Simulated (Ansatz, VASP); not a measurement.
## One calculation of Ni, two programs

```
Ni
1.0
     1.23582   -4.42236    0.00000
     1.23582    4.42236    0.00000
     0.00000    0.00000    4.18865
Ni
4
Direct
  0.13195 0.86805 0.00000
  0.63195 0.36805 0.50000
  0.86805 0.13195 0.00000
  0.36805 0.63195 0.50000
```

Alike in both runs: functional PBE; k mesh 6 × 6 × 6; occupations gaussian, width 0.1 eV; collinear spin.

Ansatz relaxed the structure, and its values are those at the end. VASP's run is a single point on that final structure, the one shown.

|  | VASP | Ansatz |
| --- | --- | --- |
| version | VASP 6.6.1 | Ansatz 0.2.0 |
| potentials or method | VASP PAW PBE potentials, release 64 (Ni_sv_GW), cutoff 590 eV | scalar-relativistic, plane waves, PAW |
| valence electrons in the cell | 72 | 72 |

```csv
,VASP,Ansatz,Ansatz less VASP
gap on the k mesh at the Fermi level (eV),none,none,-
pressure (GPa),-3.9,0.0,+3.85
rms of the force components (eV/Å),0.005,0.000,-0.0045
net moment per atom (μB),0.60,0.60,+0.001
size of the moment on the site where the two differ most (μB),0.64,0.64,+0.002
```

Site moments also hang on the region over which each program counts them. A gap of «none» marks a metal or a gap that the smearing closes.

The k mesh is coarse, so the values compare programs but aren't converged.
